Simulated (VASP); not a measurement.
# Cu4Mo (P6/mmm) in VASP: further runs, part 3 of 3

VASP 6.6.1.

### 5 Single point, PBE

This run uses another cell than the first one, of 14.41 Å³/atom, 1.033 times its volume.

The input, INCAR:

```
SYSTEM = Cu4Mo
PREC = Accurate ; ENCUT = 520
EDIFF = 1E-7 ; ISMEAR = 0
SIGMA = 0.1 ; LREAL = .False.
LASPH = .True. ; NELM = 60
ALGO = Fast ; ISIF = 2
LWAVE = .False. ; LCHARG = .False.
GGA = PE ; NBANDS = 37
```

The input, KPOINTS:

```
Automatic mesh
0
Gamma
  12 12 8
  0 0 0
```

The input, POSCAR:

```
Cu4Mo
1.0
    4.1592931139      0.0000000000      0.0000000000
   -2.0796465569      3.6020534984      0.0000000000
    0.0000000000      0.0000000000      4.8093111943
Cu Mo
4 1
Direct
    0.3333333333      0.6666666667      0.7566510847
    0.3333333333      0.6666666667      0.2433489153
    0.6666666667      0.3333333333      0.2433489153
    0.6666666667      0.3333333333      0.7566510847
    0.0000000000      0.0000000000      0.5000000000
```

Potentials or basis: VASP PAW PBE potentials, release 64 (Cu, Mo_sv).

Started as:

```sh
cat potpaw_PBE.64/Cu/POTCAR potpaw_PBE.64/Mo_sv/POTCAR > POTCAR
mpirun -np 1 vasp_std > vasp.out
```

OUTCAR:

```text
SYSTEM = Cu4Mo
   PREC = Accurate
   ENCUT = 520
   EDIFF = 1E-7
   ISMEAR = 0
   LREAL = .False.
   LASPH = .True.
   NELM = 60
   ISIF = 2
   GGA = PE

 ion  position               nearest neighbor table
   1  0.333  0.667  0.757-   2 2.34   4 2.40   4 2.40   4 2.40   2 2.47   5 2.70   5 2.70   5 2.70

   2  0.333  0.667  0.243-   1 2.34   3 2.40   3 2.40   3 2.40   1 2.47   5 2.70   5 2.70   5 2.70

   3  0.667  0.333  0.243-   4 2.34   2 2.40   2 2.40   2 2.40   4 2.47   5 2.70   5 2.70   5 2.70
[... 1171 lines left out ...]
  --------------------------------------------------------------------------------------
  -------------------------------------------------------------------------------------
  Total        0.1396789      0.1396789      0.1364128      0.0000000      0.0000000      0.0000000
  in kB        3.1059091      3.1059091      3.0332855      0.0000000      0.0000000      0.0000000
  external PRESSURE =       3.0817012 kB  Pullay stress =       0.0000000 kB

 VOLUME and BASIS-vectors are now :
 -----------------------------------------------------------------------------
  energy-cutoff  :      520.00
  volume of cell :       72.05
      direct lattice vectors                 reciprocal lattice vectors
     4.159293114  0.000000000  0.000000000     0.240425470  0.138809710  0.000000000
    -2.079646557  3.602053498  0.000000000     0.000000000  0.277619419  0.000000000
     0.000000000  0.000000000  4.809311194     0.000000000  0.000000000  0.207929984

 POSITION                                       TOTAL-FORCE (eV/Angst)
 -----------------------------------------------------------------------------------
     -0.00000      2.40137      3.63897        -0.000000     -0.000000     -0.001554
     -0.00000      2.40137      1.17034        -0.000000      0.000000      0.001554
      2.07965      1.20068      1.17034         0.000000     -0.000000      0.001554
      2.07965      1.20068      3.63897        -0.000000      0.000000     -0.001554
      0.00000      0.00000      2.40466         0.000000     -0.000000      0.000000
 -----------------------------------------------------------------------------------
    total drift:                               -0.000000      0.000000      0.000000

  FREE ENERGIE OF THE ION-ELECTRON SYSTEM (eV)
  ---------------------------------------------------
  free  energy   TOTEN  =       -22.7404738124 eV

  energy  without entropy=      -22.7230399572  energy(sigma->0) =      -22.73175688
```

OSZICAR:

```text
N       E                     dE             d eps       ncg     rms          rms(c)
DAV:   1     0.625661133330E+03    0.62566E+03   -0.27467E+04  7358   0.253E+03
DAV:   2     0.402119922240E+02   -0.58545E+03   -0.56892E+03  7046   0.508E+02
DAV:   3    -0.242631195137E+02   -0.64475E+02   -0.60697E+02  7908   0.206E+02
DAV:   4    -0.277047111107E+02   -0.34416E+01   -0.33155E+01 10687   0.558E+01
DAV:   5    -0.277452749935E+02   -0.40564E-01   -0.40521E-01 10325   0.610E+00    0.212E+01
RMM:   6    -0.281216559329E+02   -0.37638E+00   -0.62185E+01  7935   0.991E+01    0.162E+01
RMM:   7    -0.227894364077E+02    0.53322E+01   -0.17038E+01  7624   0.554E+01    0.274E+00
RMM:   8    -0.227428652556E+02    0.46571E-01   -0.83887E-01  8208   0.713E+00    0.100E+00
RMM:   9    -0.227449565254E+02   -0.20913E-02   -0.16890E-01  8824   0.282E+00    0.915E-01
RMM:  10    -0.227411228103E+02    0.38337E-02   -0.31597E-02  8143   0.165E+00    0.325E-01
RMM:  11    -0.227400984362E+02    0.10244E-02   -0.12426E-02  8352   0.118E+00    0.880E-02
RMM:  12    -0.227404994940E+02   -0.40106E-03   -0.55751E-03  9389   0.495E-01    0.813E-02
RMM:  13    -0.227404848482E+02    0.14646E-04   -0.61685E-04  9559   0.173E-01    0.377E-02
RMM:  14    -0.227404911195E+02   -0.62713E-05   -0.86979E-05  9177   0.601E-02    0.319E-02
RMM:  15    -0.227404723317E+02    0.18788E-04   -0.32315E-05  8449   0.608E-02    0.190E-03
RMM:  16    -0.227404736981E+02   -0.13663E-05   -0.11140E-05  8636   0.181E-02    0.255E-03
RMM:  17    -0.227404738830E+02   -0.18496E-06   -0.16529E-06  8039   0.944E-03    0.272E-03
RMM:  18    -0.227404738124E+02    0.70643E-07   -0.22755E-07  5183   0.405E-03
   1 F= -.22740474E+02 E0= -.22731757E+02  d E =-.174339E-01
```

stdout:

```text
POSCAR found type information on POSCAR CuMo
 POSCAR found :  2 types and       5 ions
 scaLAPACK will be used
 LDA part: xc-table for (Slater+PW92), standard interpolation
 POSCAR, INCAR and KPOINTS ok, starting setup
 FFT: planning ... GRIDC
 FFT: planning ... GRID_SOFT
 FFT: planning ... GRID
 WAVECAR not read
 entering main loop
```

Wall time 3.4 min (1 thread of Intel Xeon Platinum 8488C (Sapphire Rapids), shared host); peak memory 0.34 GiB.

Results:

| Item | Value |
| --- | --- |
| Free energy | -22.7405 eV |
| Pressure | 0.3 GPa |
| Band gap on the k mesh | zero (band 29 reaches 7.81 eV, above the bottom of band 30 at 6.80 eV) |

Levels at points of the mesh, in eV from the Fermi level:
```
           k point  band 26  band 27  band 28  band 29  band 30  band 31  band 32  band 33
(0.00, 0.00, 0.00)    -1.30    -0.85    -0.85     0.71     0.71     1.50     2.07     5.54
(0.50, 0.00, 0.00)    -1.66    -0.59    -0.34    -0.34     0.47     0.67     0.68     1.60
(0.00, 0.00, 0.50)    -2.24    -0.14    -0.14     0.26     0.64     0.64     5.34     5.34
(0.50, 0.00, 0.50)    -1.85    -1.45    -1.35    -1.34     0.31     0.74     1.20     1.83
```

### 6 Relaxation of cell and atoms, PBE

This run uses another cell than the first one, of 14.40 Å³/atom, 1.033 times its volume.

The input, INCAR:

```
ALGO     = Fast           # electronic algorithm
EDIFF    = 1E-7           # SCF threshold, eV
EDIFFG   = -0.01          # ionic threshold
ENCUT    = 600            # plane-wave cutoff, eV
GGA      = PE             # functional
IBRION   = 2              # ionic algorithm
ISIF     = 3              # what is computed and relaxed
ISMEAR   = 0              # smearing method
LASPH    = T              # aspherical terms in the spheres
LCHARG   = F              # write CHGCAR
LREAL    = F              # projectors in reciprocal space
LWAVE    = F              # write WAVECAR
NELM     = 100            # most SCF steps
NSW      = 100            # ionic steps
PREC     = Accurate       # precision mode
SIGMA    = 0.1            # smearing width, eV
```

The input, KPOINTS:

```
k-points
0
Gamma
  12 12 8
```

The input, POSCAR:

```
Cu4Mo
1.0
    4.1552165328      0.0000000000      0.0000000000
   -2.0776082664      3.5985230756      0.0000000000
    0.0000000000      0.0000000000      4.8158639258
Cu Mo
4 1
Direct
    0.3333333333      0.6666666667      0.7567700984
    0.3333333333      0.6666666667      0.2432299016
    0.6666666667      0.3333333333      0.2432299016
    0.6666666667      0.3333333333      0.7567700984
    0.0000000000      0.0000000000      0.5000000000
```

Potentials or basis: VASP PAW PBE potentials, release 64 (Cu, Mo_sv).

Started as:

```sh
cat potpaw_PBE.64/Cu/POTCAR potpaw_PBE.64/Mo_sv/POTCAR > POTCAR
mpirun -np 1 vasp_std > vasp.out
```

Wall time 19 min (1 thread of Intel Xeon Platinum 8488C (Sapphire Rapids), shared host); peak memory 0.4 GiB.

The run converged. Its results:

| Item | Value |
| --- | --- |
| Free energy | -22.7410 eV |
| Relaxed volume | 14.45 Å³/atom |
| Relaxed cell | a = 4.162 Å, b = 4.162 Å, c = 4.817 Å, α = 90.00°, β = 90.00°, γ = 120.00° |
| Space group after relaxing (to 0.05 Å) | P6/mmm (No. 191) |
| Energy gained by relaxing | 0.1 meV/atom |
| Ionic steps | 7 |
| Pressure after relaxing | 0.0 GPa |
| Largest force after relaxing | 0.007 eV/Å |
| Band gap on the k mesh | zero (band 29 reaches 7.77 eV, above the bottom of band 30 at 6.76 eV) |

Forces on the atoms (eV/Å):
```
Cu   0.000  0.000 -0.007
Cu   0.000  0.000  0.007
Cu   0.000  0.000  0.007
Cu   0.000  0.000 -0.007
Mo   0.000  0.000  0.000
```

Stress tensor (GPa, compression positive):
```
 0.08  0.00  0.00
 0.00  0.08  0.00
 0.00  0.00 -0.03
```

The path:
```csv
step,energy change (eV),largest force (eV/Å),pressure (GPa),volume (Å³)
1,0.0000,0.0002,0.56,72.01
2,-0.0003,0.0281,-0.47,72.54
3,-0.0006,0.0167,0.01,72.32
4,-0.0006,0.0174,-0.04,72.33
5,-0.0006,0.0174,-0.08,72.33
6,-0.0007,0.0029,0.13,72.25
7,-0.0007,0.0070,0.04,72.27
```

Final structure:
```cif
data_structure
_symmetry_space_group_name_H-M 'P 1'
_symmetry_Int_Tables_number 1
_cell_length_a 4.1624
_cell_length_b 4.1624
_cell_length_c 4.8168
_cell_angle_alpha 90.000
_cell_angle_beta 90.000
_cell_angle_gamma 120.000
_cell_volume 72.27
loop_
_atom_site_label
_atom_site_type_symbol
_atom_site_fract_x
_atom_site_fract_y
_atom_site_fract_z
_atom_site_occupancy
Cu1 Cu 0.33333 0.66667 0.75665 1
Cu2 Cu 0.33333 0.66667 0.24335 1
Cu3 Cu 0.66667 0.33333 0.24335 1
Cu4 Cu 0.66667 0.33333 0.75665 1
Mo1 Mo 0.00000 0.00000 0.50000 1
```

Levels at points of the mesh, in eV from the Fermi level:
| k point | band 26 | band 27 | band 28 | band 29 | band 30 | band 31 | band 32 | band 33 |
| --- | --- | --- | --- | --- | --- | --- | --- | --- |
| (0.00, 0.00, 0.00) | -1.30 | -0.84 | -0.84 | 0.71 | 0.71 | 1.48 | 2.06 | 5.53 |
| (0.50, 0.00, 0.00) | -1.65 | -0.59 | -0.34 | -0.34 | 0.48 | 0.67 | 0.69 | 1.60 |
| (0.00, 0.00, 0.50) | -2.23 | -0.14 | -0.14 | 0.26 | 0.64 | 0.64 | 5.34 | 5.34 |
| (0.50, 0.00, 0.50) | -1.85 | -1.44 | -1.35 | -1.33 | 0.31 | 0.74 | 1.20 | 1.83 |

### 7 Overview

| task | cell | k mesh | cutoff (eV) | gap on the mesh (eV) | pressure (GPa) | relaxed volume (Å³/atom) | largest force (eV/Å) |
| --- | --- | --- | --- | --- | --- | --- | --- |
| single point | a = 3.502, b = 3.502, c = 6.565 Å, angles 90.0, 90.0, 120.0°, 5 atoms | 6 × 6 × 4 | 520 | none | 106.2 | - | 5.74 |
| single point | a = 4.155, b = 4.155, c = 4.816 Å, angles 90.0, 90.0, 120.0°, 5 atoms | 6 × 6 × 4 | 520 | none | 0.4 | - | - |
| relaxation of cell and atoms | relaxed from a = 3.502, b = 3.502, c = 6.565 Å, angles 90.0, 90.0, 120.0°, 5 atoms | 6 × 6 × 4 | 600 | none | 0.0 | 14.44 | 0.03 |
| single point | a = 4.159, b = 4.159, c = 4.809 Å, angles 90.0, 90.0, 120.0°, 5 atoms | 12 × 12 × 8 | 520 | none | 0.3 | - | - |
| relaxation of cell and atoms | relaxed from a = 4.155, b = 4.155, c = 4.816 Å, angles 90.0, 90.0, 120.0°, 5 atoms | 12 × 12 × 8 | 600 | none | 0.0 | 14.45 | 0.01 |

Alike in all rows: level PBE; potentials or basis VASP PAW PBE potentials, release 64 (Cu, Mo_sv); no spin polarisation; smearing gaussian 0.1 eV.

Caveats: forces of over 1 eV/Å act on the atoms, so gaps and moduli don't describe the material at rest (some runs).

Total energies depend on the potentials used, so only differences within one code and one set of settings carry meaning.
